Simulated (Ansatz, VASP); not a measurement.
# One calculation of In, two programs

File INCAR:

```
SYSTEM = In
PREC = Accurate ; ENCUT = 520
EDIFF = 1E-6 ; ISMEAR = 0
SIGMA = 0.1 ; LREAL = .FALSE.
LASPH = .TRUE. ; NELM = 80
ALGO = Normal ; ISIF = 2
LWAVE = .FALSE. ; LCHARG = .FALSE.
GGA = PE ; NBANDS = 26
```

File KPOINTS:

```
Automatic mesh
0
G
  6 6 4
  0 0 0
```

Contents of POSCAR:

```
In
1.0
    4.0880034500      0.0000000000      0.0000000000
   -2.0440017300      3.5403148400      0.0000000000
    0.0000000000      0.0000000000      5.4375105900
In
3
Direct
    0.2689999900      0.0000000000      0.1666666700
    0.0000000000      0.2689999900      0.8333333300
    0.7310000100      0.7310000100      0.5000000000
```

Input for Ansatz:

```yaml
crystal:
  lattice:
    - [4.08800345, 0.0, 0.0]
    - [-2.04400173, 3.54031484, 0.0]
    - [0.0, 0.0, 5.43751059]
  atoms:
    - { symbol: In, position: [0.26899999, 0.0, 0.16666667] }
    - { symbol: In, position: [0.0, 0.26899999, 0.83333333] }
    - { symbol: In, position: [0.73100001, 0.73100001, 0.5] }
basis:
  ecutwfc: 420
kpoints:
  mp_grid: { grid: [6, 6, 4] }
hamiltonian:
  xc: pbe
scf:
  occupations: { method: gaussian, width: 0.1 }
  lower_state_search: "off"
output:
  forces: true
  stress: true
  eigenvalues: true
```

Alike in both runs: task single point; functional PBE; k mesh 6 × 6 × 4; occupations gaussian, width 0.1 eV; no spin polarisation.

|  | VASP | Ansatz |
| --- | --- | --- |
| version | VASP 6.6.1 | Ansatz 0.2.0 |
| potentials or method | VASP PAW PBE potentials, release 64 (In_d), cutoff 520 eV | scalar-relativistic, plane waves, PAW |
| valence electrons in the cell | 39 | 39 |

|  | VASP | Ansatz | Ansatz less VASP |
| --- | --- | --- | --- |
| gap on the k mesh at the Fermi level (eV) | none | none | - |
| pressure (GPa) | 9.2 | 9.2 | 0.00 |
| traceless stress, the component that is largest in VASP (GPa) | 5.24 | 5.24 | -0.006 |
| rms of the force components (eV/Å) | 1.194 | 1.193 | -0.0014 |

Atom by atom the forces differ by 0.001 eV/Å (rms over components). A gap of «none» marks a metal or a gap that the smearing closes.
